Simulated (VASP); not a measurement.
Input of a VASP 6.6.1 run:

File POSCAR:

```
AlN
1.0
    3.2666664779      0.0000000000      0.0000000000
   -1.6333332389      2.8290161555      0.0000000000
    0.0000000000      0.0000000000      4.1046903471
Al N
2 2
Direct
    0.3333333333      0.6666666667      0.2500000000
    0.6666666667      0.3333333333      0.7500000000
    0.6666666667      0.3333333333      0.2500000000
    0.3333333333      0.6666666667      0.7500000000
```

The input INCAR.step1:

```
SYSTEM = AlN
ALGO = Normal
EDIFF = 1E-4
ENCUT = 520
GGA = PE
ISMEAR = 0
LASPH = .TRUE.
LCHARG = .FALSE.
LREAL = .FALSE.
LWAVE = .TRUE.
NBANDS = 16
NELM = 60
PREC = Accurate
SIGMA = 0.01
```

INCAR.step2

```
SYSTEM = AlN
ALGO = Normal
EDIFF = 1E-7
ENCUT = 520
ISIF = 2
ISMEAR = 0
ISTART = 1
LASPH = .TRUE.
LCHARG = .FALSE.
LMIXTAU = .TRUE.
LREAL = .FALSE.
LWAVE = .FALSE.
METAGGA = R2SCAN
NBANDS = 16
NELM = 60
PREC = Accurate
SIGMA = 0.01
```

Contents of KPOINTS:

```
k-points
0
G
  12 12 6
  0 0 0
```

Potentials or basis: VASP PAW PBE potentials, release 64 (Al, N).

Run with:

```console
$ cat potpaw_PBE.64/Al/POTCAR potpaw_PBE.64/N/POTCAR > POTCAR
$ cp INCAR.step1 INCAR
$ mpirun -np 1 vasp_std > vasp.out
$ cp INCAR.step2 INCAR
$ mpirun -np 1 vasp_std > vasp.out
```

Question: What does it give for the band gap on the k mesh?

Answer: 4.24 eV, direct.

Question: Estimate the pressure.

Answer: 5.0 GPa.

Stress tensor (GPa, compression positive):
```
5.45 0.00 0.00
0.00 5.45 0.00
0.00 0.00 4.11
```

Caveat: the cell differs from its parent crystal (strain -0.8%); the PAW data sets were made with another functional, which shifts forces and pressure a little. A k mesh can miss the band edges.
